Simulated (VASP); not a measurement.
# KGaRe3 (Pm-3m) in VASP: further runs

KGaRe3 is run at these levels: PBE; tasks: single point.

All numbers are computed with VASP 6.6.1; they aren't measurements. Logs are shortened: lines on timing, memory, paths and dates and some standing lists are left out, and cuts for length are marked.

## 1. The cell of the first run

The structure is cubic, space group Pm-3m (No. 221). Conventional cell: a = 4.638 Å, b = 4.638 Å, c = 4.638 Å, α = 90.00°, β = 90.00°, γ = 90.00°. Within 4.3 Å of K (site symmetry m-3m) lie 12 Re at 3.28 Å and 8 Ga at 4.02 Å. Within 3.1 Å of Ga (site symmetry m-3m) lie 6 Re at 2.32 Å. Within 3.1 Å of Re (site symmetry 4/mmm) lie 2 Ga at 2.32 Å.

## 2. Single point, PBE

The input, INCAR:

```
SYSTEM = KGaRe3
PREC = Accurate
ENCUT = 520
EDIFF = 1E-6
ISMEAR = 0
SIGMA = 0.1
LREAL = .False.
LASPH = .True.
NELM = 100
ALGO = Normal
ISIF = 2
LWAVE = .False.
LCHARG = .True.
GGA = PE
LELF = .True.
LVHAR = .True.
NBANDS = 30
```

The input, KPOINTS:

```
regular mesh
0
Gamma
  4 4 4
  0 0 0
```

The input, POSCAR:

```
KGaRe3
1.0
    4.6380913000      0.0000000000      0.0000000000
    0.0000000000      4.6380913000      0.0000000000
    0.0000000000      0.0000000000      4.6380913000
K Ga Re
1 1 3
Direct
    0.0000000000      0.0000000000      0.0000000000
    0.5000000000      0.5000000000      0.5000000000
    0.0000000000      0.5000000000      0.5000000000
    0.5000000000      0.0000000000      0.5000000000
    0.5000000000      0.5000000000      0.0000000000
```

Potentials or basis: VASP PAW PBE potentials, release 64 (K_sv, Ga_d, Re).

On the command line:

```bash
$ cat potpaw_PBE.64/K_sv/POTCAR potpaw_PBE.64/Ga_d/POTCAR potpaw_PBE.64/Re/POTCAR > POTCAR
$ mpirun -np 1 vasp_std > vasp.out
```

OUTCAR:

```text
SYSTEM = KGaRe3
   PREC = Accurate
   ENCUT = 520
   EDIFF = 1E-6
   ISMEAR = 0
   LREAL = .False.
   LASPH = .True.
   NELM = 100
   ISIF = 2
   GGA = PE

 ion  position               nearest neighbor table
   1  0.000  0.000  0.000-   3 3.28   4 3.28   5 3.28   3 3.28   4 3.28   3 3.28   5 3.28   3 3.28
                             4 3.28   5 3.28   4 3.28   5 3.28
   2  0.500  0.500  0.500-   3 2.32   4 2.32   5 2.32   5 2.32   4 2.32   3 2.32
   3  0.000  0.500  0.500-   2 2.32   2 2.32   4 3.28   5 3.28   1 3.28   5 3.28   1 3.28   4 3.28
                             1 3.28   1 3.28   4 3.28   5 3.28   5 3.28   4 3.28
   4  0.500  0.000  0.500-   2 2.32   2 2.32   3 3.28   5 3.28   1 3.28   5 3.28   1 3.28   3 3.28
                             5 3.28   5 3.28   1 3.28   3 3.28   1 3.28   3 3.28
   5  0.500  0.500  0.000-   2 2.32   2 2.32   3 3.28   4 3.28   1 3.28   3 3.28   4 3.28   1 3.28
                             4 3.28   4 3.28   1 3.28   3 3.28   3 3.28   1 3.28

  LATTYP: Found a simple cubic cell.
 ALAT       =     4.6380913000

  Lattice vectors:

 A1 = (   4.6380913000,   0.0000000000,   0.0000000000)
 A2 = (   0.0000000000,   4.6380913000,   0.0000000000)
 A3 = (   0.0000000000,   0.0000000000,   4.6380913000)

Analysis of symmetry for initial positions (statically):
=====================================================================
 Subroutine PRICEL returns:
 Original cell was already a primitive cell.

 Routine SETGRP: Setting up the symmetry group for a
 simple cubic supercell.

 Subroutine GETGRP returns: Found 48 space group operations
 (whereof 48 operations were pure point group operations)
 out of a pool of 48 trial point group operations.

The static configuration has the point symmetry O_h .

Analysis of symmetry for dynamics (positions and initial velocities):
=====================================================================
 Subroutine PRICEL returns:
 Original cell was already a primitive cell.

 Routine SETGRP: Setting up the symmetry group for a
 simple cubic supercell.

 Subroutine GETGRP returns: Found 48 space group operations
 (whereof 48 operations were pure point group operations)
 out of a pool of 48 trial point group operations.

The dynamic configuration has the point symmetry O_h .

 Subroutine INISYM returns: Found 48 space group operations
 (whereof 48 operations are pure point group operations),
 and found     1 'primitive' translations

----------------------------------------------------------------------------------------

                                     Primitive cell

  volume of cell :      99.7741

  direct lattice vectors                    reciprocal lattice vectors
     4.638091300  0.000000000  0.000000000     0.215605933  0.000000000  0.000000000
     0.000000000  4.638091300  0.000000000     0.000000000  0.215605933  0.000000000
     0.000000000  0.000000000  4.638091300     0.000000000  0.000000000  0.215605933

  length of vectors
     4.638091300  4.638091300  4.638091300     0.215605933  0.215605933  0.215605933

  position of ions in fractional coordinates (direct lattice)
     0.000000000  0.000000000  0.000000000
     0.500000000  0.500000000  0.500000000
     0.000000000  0.500000000  0.500000000
     0.500000000  0.000000000  0.500000000
     0.500000000  0.500000000  0.000000000

  ion indices of the primitive-cell ions
   primitive index   ion index
                 1           1
                 2           2
                 3           3
                 4           4
                 5           5

----------------------------------------------------------------------------------------

 KPOINTS: regular mesh

Automatic generation of k-mesh.
 Grid dimensions read from file:
 generate k-points for:    4    4    4

 Generating k-lattice:

  Cartesian coordinates                     Fractional coordinates (reciprocal lattice)
     0.053901483  0.000000000  0.000000000     0.250000000  0.000000000  0.000000000
     0.000000000  0.053901483  0.000000000     0.000000000  0.250000000  0.000000000
     0.000000000  0.000000000  0.053901483     0.000000000  0.000000000  0.250000000

  Length of vectors
     0.053901483  0.053901483  0.053901483

  Shift w.r.t. Gamma in fractional coordinates (k-lattice)
     0.000000000  0.000000000  0.000000000

 Subroutine IBZKPT returns following result:
 ===========================================

 Found     10 irreducible k-points:

 Following reciprocal coordinates:
            Coordinates               Weight
  0.000000  0.000000  0.000000      1.000000
  0.250000  0.000000  0.000000      6.000000
  0.500000  0.000000  0.000000      3.000000
  0.250000  0.250000  0.000000     12.000000
  0.500000  0.250000  0.000000     12.000000
  0.500000  0.500000  0.000000      3.000000
  0.250000  0.250000  0.250000      8.000000
  0.500000  0.250000  0.250000     12.000000
  0.500000  0.500000  0.250000      6.000000
  0.500000  0.500000  0.500000      1.000000
   k-points           NKPTS =     10   k-points in BZ     NKDIM =     10   number of bands    NBANDS=     30
   number of dos      NEDOS =    301   number of ions     NIONS =      5
   total plane-waves  NPLWV =  46656
   dimension x,y,z NGX =    36 NGY =   36 NGZ =   36
   dimension x,y,z NGXF=    72 NGYF=   72 NGZF=   72
   ions per type =               1   1   3
   NGX,Y,Z   is equivalent  to a cutoff of  12.90, 12.90, 12.90 a.u.
   NGXF,Y,Z  is equivalent  to a cutoff of  25.81, 25.81, 25.81 a.u.
 SYSTEM =  KGaRe3
   PREC   = accura    normal or accurate (medium, high low for compatibility)
   ISTART =      0    job   : 0-new  1-cont  2-samecut
   ICHARG =      2    charge: 1-file 2-atom 10-const
   ISPIN  =      1    spin polarized calculation?
   LNONCOLLINEAR =      F non collinear calculations
   LSORBIT =      F    spin-orbit coupling
   LASPH  =      T    aspherical Exc in radial PAW
   ENCUT  =  520.0 eV  38.22 Ry    6.18 a.u.   8.62  8.62  8.62*2*pi/ulx,y,z
   NELM   =    100;   NELMIN=  2; NELMDL= -5     # of ELM steps
   EDIFF  = 0.1E-05   stopping-criterion for ELM
   LREAL  =      F    real-space projection
   EDIFFG = 0.1E-04   stopping-criterion for IOM
   NSW    =      0    number of steps for IOM
   IBRION =     -1    ionic relax: 0-MD 1-quasi-New 2-CG
   NFREE  =      0    steps in history (QN), initial steepest desc. (CG)
   ISIF   =      2    stress and relaxation
   ISYM   =      2    0-nonsym 1-usesym 2-fastsym
   POTIM  = 0.5000    time-step for ionic-motion
   TEBEG  =    0.0;   TEEND  =   0.0 temperature during run
   PSTRESS=    0.0 pullay stress
   NELECT =      43.0000    total number of electrons
   NUPDOWN=      -1.0000    fix difference up-down
   EMIN   =  10.00;   EMAX   =-10.00  energy-range for DOS
   EFERMI =   0.00;   METHOD = LEGACY
   ISMEAR =     0;   SIGMA  =   0.10  broadening in eV -4-tet -1-fermi 0-gaus
   EFERMI_NEDOS =   21; number of points for ismear=-14 and -15
   IALGO  =     38    algorithm
   IMIX   =      4    mixing-type and parameters
     AMIX     =   0.40;   BMIX     =  1.00
     AMIX_MAG =   1.60;   BMIX_MAG =  1.00
  volume/ion in A,a.u.               =      19.95       134.66
  Fermi-wavevector in a.u.,A,eV,Ry     =   1.236588  2.336812 20.805347  1.529150
  Thomas-Fermi vector in A             =   2.371190
   LORBIT       =      0    0 simple, 1 ext, 2 COOP (PROOUT), +10 PAW based schemes
   GGA     = PE    functional components
   LHFCALC =     F    Hartree Fock is set to
   AEXX    =    0.0000 exact exchange contribution
   IVDW    =     0    specifies the selected vdW correction
   LEPSILON=     F    determine dielectric tensor
   LRPA    =     F    only Hartree local field effects (RPA)
 non-spin polarized calculation
 Gauss-broadening in eV      SIGMA  =   0.10
  energy-cutoff  :      520.00
  volume of cell :       99.77
 maximum number of plane-waves:      2730
 NGX is ok and might be reduce to    36
   NGX = 17   NGY = 17   NGZ = 17

 number of electron      43.0000001 magnetization

 Free energy of the ion-electron system (eV)
  ---------------------------------------------------
  ext. energy  EPLUGINS =         0.00000000
  ---------------------------------------------------
  free energy    TOTEN  =       -29.59119694 eV

  energy without entropy =      -29.55172484  energy(sigma->0) =      -29.57146089

 E-fermi :   3.8417     XC(G=0): -11.2251

 val. band max:        3.8088483581   @ k =   0.5000   0.5000   0.0000
 cond. band min:       3.8459145506   @ k =   0.0000   0.0000   0.0000
 fundamental gap:      0.0370661926
 Fermi energy:         3.8417204838

 k-point     1 :       0.0000    0.0000    0.0000
  band No.  band energies     occupation
      1     -24.6492      2.00000
      2     -10.7620      2.00000
      3     -10.7620      2.00000
      4     -10.4958      2.00000
      5     -10.4958      2.00000
      6     -10.4958      2.00000
[... 22 lines left out ...]
     29       8.4582      0.00000
     30       8.4582      0.00000

 k-point     2 :       0.2500    0.0000    0.0000
  band No.  band energies     occupation
      1     -24.6470      2.00000
      2     -10.7615      2.00000
      3     -10.6813      2.00000
      4     -10.4951      2.00000
      5     -10.4782      2.00000
      6     -10.4782      2.00000
[... 22 lines left out ...]
     29       8.3428      0.00000
     30      10.6280      0.00000

 k-point     3 :       0.5000    0.0000    0.0000
  band No.  band energies     occupation
      1     -24.6448      2.00000
      2     -10.7609      2.00000
      3     -10.6031      2.00000
      4     -10.4945      2.00000
      5     -10.4604      2.00000
      6     -10.4604      2.00000
[... 220 lines left out ...]
     29       7.0879      0.00000
     30       8.3988      0.00000

 k-point    10 :       0.5000    0.5000    0.5000
  band No.  band energies     occupation
      1     -24.6416      2.00000
      2     -10.4919      2.00000
      3     -10.4919      2.00000
      4     -10.4254      2.00000
      5     -10.4254      2.00000
      6     -10.4254      2.00000
[... 22 lines left out ...]
     29       6.8282      0.00000
     30       6.8282      0.00000

------------------------ aborting loop because EDIFF is reached ----------------------------------------

  FORCE on cell =-STRESS in cart. coord.  units (eV):
  Direction    XX          YY          ZZ          XY          YZ          ZX
  --------------------------------------------------------------------------------------
  -------------------------------------------------------------------------------------
  Total        3.4531042      3.4531042      3.4531042     -0.0000000      0.0000000     -0.0000000
  in kB       55.4501070     55.4501070     55.4501070     -0.0000000      0.0000000     -0.0000000
  external PRESSURE =      55.4501070 kB  Pullay stress =       0.0000000 kB

 VOLUME and BASIS-vectors are now :
 -----------------------------------------------------------------------------
  energy-cutoff  :      520.00
  volume of cell :       99.77
      direct lattice vectors                 reciprocal lattice vectors
     4.638091300  0.000000000  0.000000000     0.215605933  0.000000000  0.000000000
     0.000000000  4.638091300  0.000000000     0.000000000  0.215605933  0.000000000
     0.000000000  0.000000000  4.638091300     0.000000000  0.000000000  0.215605933

 POSITION                                       TOTAL-FORCE (eV/Angst)
 -----------------------------------------------------------------------------------
      0.00000      0.00000      0.00000         0.000000      0.000000      0.000000
      2.31905      2.31905      2.31905         0.000000      0.000000      0.000000
      0.00000      2.31905      2.31905         0.000000      0.000000      0.000000
      2.31905      0.00000      2.31905         0.000000      0.000000      0.000000
      2.31905      2.31905      0.00000         0.000000      0.000000      0.000000
 -----------------------------------------------------------------------------------
    total drift:                                0.000000      0.000000      0.000000

  FREE ENERGIE OF THE ION-ELECTRON SYSTEM (eV)
  ---------------------------------------------------
  free  energy   TOTEN  =       -29.5911969399 eV

  energy  without entropy=      -29.5517248444  energy(sigma->0) =      -29.57146089
```

It took 26 s on 1 thread of Intel Xeon Platinum 8488C (Sapphire Rapids), shared host; peak memory 0.21 GiB.

What came out:

* Free energy: -29.5912 eV
* Pressure: 5.5 GPa

Caveat: spin-orbit coupling is left out, which moves the levels of the heavy elements.

## 3. Single point, PBE, collinear spin, ferromagnetic start

This run uses another cell than the first one, of 20.85 Å³/atom, 1.045 times its volume.

The input, INCAR:

```
PREC     = Accurate       # precision mode
ENCUT    = 520            # plane-wave cutoff, eV
EDIFF    = 1E-6           # SCF threshold, eV
ISMEAR   = 0              # smearing method
SIGMA    = 0.1            # smearing width, eV
LREAL    = F              # projectors in reciprocal space
LASPH    = T              # aspherical terms in the spheres
NELM     = 150            # most SCF steps
ALGO     = Normal         # electronic algorithm
ISIF     = 2              # what is computed and relaxed
LWAVE    = F              # write WAVECAR
LCHARG   = F              # write CHGCAR
ISPIN    = 2              # spin polarisation
MAGMOM   = 0 0 1 1 1      # initial moments
LORBIT   = 11             # projections on sites
LMAXMIX  = 4              # l up to which the mixer works
GGA      = PE             # functional
NBANDS   = 34             # bands
```

The input, KPOINTS:

```
regular mesh
0
Gamma
  4 4 4
```

POSCAR, as its differences from that of step 2:

```diff
@@ -2,5 +2,5 @@
 1.0
-    4.6380913000      0.0000000000      0.0000000000
-    0.0000000000      4.6380913000      0.0000000000
-    0.0000000000      0.0000000000      4.6380913000
+    4.7068001547      0.0000000000      0.0000000000
+    0.0000000000      4.7068001547      0.0000000000
+    0.0000000000      0.0000000000      4.7068001547
 K Ga Re
```

Potentials or basis: VASP PAW PBE potentials, release 64 (K_sv, Ga_d, Re).

On the command line:

```bash
$ cat potpaw_PBE.64/K_sv/POTCAR potpaw_PBE.64/Ga_d/POTCAR potpaw_PBE.64/Re/POTCAR > POTCAR
$ mpirun -np 1 vasp_std > vasp.out
```

Wall time 71 s (1 thread of Intel Xeon Platinum 8488C (Sapphire Rapids), shared host); peak memory 0.27 GiB.

The run converged. Its results:

```yaml
Free_energy: -29.6677 eV
Pressure: 0.0 GPa
Net_moment: 0.00 μB per cell
Valence_electrons_inside_the_program's_atomic_spheres: K 7.65; Ga 12.42; Re 5.53
```

Levels at points of the mesh, in eV from the Fermi level:
Spin up:
```tsv
k point	band 18	band 19	band 20	band 21	band 22	band 23	band 24	band 25
(0.00, 0.00, 0.00)	0.01	0.01	0.15	0.15	0.15	0.58	0.58	1.64
(0.50, 0.00, 0.00)	-1.33	-1.13	-0.44	-0.39	0.20	0.30	0.30	0.69
(0.50, 0.50, 0.00)	-1.05	-0.83	-0.80	-0.80	-0.57	-0.03	0.22	0.62
(0.50, 0.50, 0.50)	-0.97	-0.97	-0.97	0.47	0.47	1.53	1.53	1.53
```
Spin down:
```
           k point  band 19  band 20  band 21  band 22  band 23  band 24
(0.00, 0.00, 0.00)     0.01     0.15     0.15     0.15     0.58     0.58
(0.50, 0.00, 0.00)    -1.13    -0.44    -0.39     0.20     0.30     0.30
(0.50, 0.50, 0.00)    -0.83    -0.79    -0.79    -0.57    -0.03     0.22
(0.50, 0.50, 0.50)    -0.97    -0.97     0.47     0.47     1.53     1.53
```

Caveat: spin-orbit coupling is left out, which moves the levels of the heavy elements.
